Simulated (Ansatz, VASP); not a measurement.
## Two plane-wave programs on Si16O

```xyz
17
Lattice="0.0000 5.4701 -5.4701 5.4701 5.4701 0.0000 5.4701 0.0000 -5.4701" Properties=species:S:1:pos:R:3 pbc="T T T"
Si    1.3986    1.6294   -1.5827
Si    4.0823    4.1276   -1.3259
Si    1.0282    3.9520   -4.0364
Si    3.8437    6.7163   -3.9599
Si    4.1272    1.4026   -4.1611
Si    6.7891    4.1539   -4.0681
Si    4.0714    4.1410   -6.8267
Si    6.7277    6.8504   -6.7409
Si    5.4411    5.5207   -2.6835
Si    2.8054    2.9335   -2.9243
Si    5.1845    8.0196   -5.3680
Si    2.7279    5.6977   -5.7345
Si    8.1682    5.4932   -5.4465
Si    5.4945    2.7962   -5.5084
Si    8.0737    8.2451   -8.1084
Si    5.4053    5.5062   -8.1605
O     1.3475   -0.6415    0.0573
```

Alike in both runs: functional PBE; k mesh 2 × 2 × 2; occupations gaussian, width 0.02 eV; no spin polarisation.

Ansatz relaxed the structure, and its values are those at the end. VASP's run is a single point on that final structure, the one shown.

```csv
,VASP,Ansatz
version,VASP 6.6.1,Ansatz 0.2.0
potentials or method,"VASP PAW PBE potentials, release 64 (Si, O), cutoff 520 eV","scalar-relativistic, plane waves, PAW"
valence electrons in the cell,70,70
```

```tsv
	VASP	Ansatz	Ansatz less VASP
gap on the k mesh at the Fermi level (eV)	0.51	0.52	0.000
least direct gap on the mesh (eV)	0.51	0.52	0.000
rms of the force components (eV/Å)	0.011	0.003	-0.0082
```

The k mesh is coarse, so the values compare programs but aren't converged.
